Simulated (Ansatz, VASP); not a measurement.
**Ti: VASP beside Ansatz**

INCAR

```
SYSTEM = Ti
PREC     = Accurate       ! precision mode
ENCUT    = 520            ! plane-wave cutoff, eV
EDIFF    = 1E-7           ! SCF threshold, eV
ISMEAR   = -1             ! smearing method
SIGMA    = 0.05           ! smearing width, eV
LREAL    = .False.        ! projectors in reciprocal space
LASPH    = .True.         ! aspherical terms in the spheres
NELM     = 80             ! most SCF steps
ALGO     = Normal         ! electronic algorithm
ISIF     = 2              ! what is computed and relaxed
LWAVE    = .False.        ! write WAVECAR
LCHARG   = .True.         ! write CHGCAR
GGA      = PS             ! functional
LELF     = .True.         ! ELF
LVHAR    = .True.       
NBANDS   = 12             ! bands
```

File KPOINTS:

```
regular mesh
0
Gamma
  14 14 14
  0 0 0
```

File POSCAR:

```
Ti
1.0
   -1.6902300000      1.6410000000      1.6410000000
    1.6410000000     -1.6902300000      1.6410000000
    1.6410000000      1.6410000000     -1.6902300000
Ti
1
Direct
    0.0000000000      0.0000000000      0.0000000000
```

Input for Ansatz:

```yaml
crystal:
  lattice:
    - [-1.69023, 1.641, 1.641]
    - [1.641, -1.69023, 1.641]
    - [1.641, 1.641, -1.69023]
  atoms:
    - { symbol: Ti, position: [0.0, 0.0, 0.0] }
kpoints:
  mp_grid: { grid: [14, 14, 14] }
  band_path:
    path:
      - [0.0, 0.0, 0.0]
      - [0.0, 0.0, 0.5]
      - [-0.5, 0.5, 0.5]
      - [-0.7572253634, 0.2427746366, 0.2427746366]
      - [0.2427746366, 0.2427746366, 0.2427746366]
      - [0.0, 0.0, 0.0]
      - [-0.5, 0.0, 0.5]
    npoints: 5
scf:
  occupations: { method: fermi_dirac, width: 0.05 }
hamiltonian:
  xc: pbesol
  pseudopotentials: { kind: all_electron, lapw: { basis_error: 0.00025 } }
output:
  forces: true
  stress: true
  eigenvalues: true
```

Change from the starting cell: equal xy, yz and zx shear strains of -3 %.

Alike in both runs: task single point; functional PBEsol; k mesh 14 × 14 × 14; occupations fermi-dirac, width 0.05 eV; no spin polarisation.

|  | VASP | Ansatz |
| --- | --- | --- |
| version | VASP 6.6.1 | Ansatz 0.2.0 |
| potentials or method | VASP PAW PBE potentials, release 64 (Ti_sv), cutoff 520 eV | all-electron LAPW, scalar-relativistic |

Ansatz gave:

| Property | Result |
| --- | --- |
| pressure (GPa) | -6.7 |
| traceless stress, the component that is largest in VASP (GPa) | 0.86 |

Problem. What did VASP give for the same quantities?

Solution. Pressure (GPa): -6.9; traceless stress, the component that is largest in VASP (GPa): 0.86.

VASP's potentials were made for PBE, not for PBEsol. Ansatz ran all-electron here, and VASP with PAW potentials.
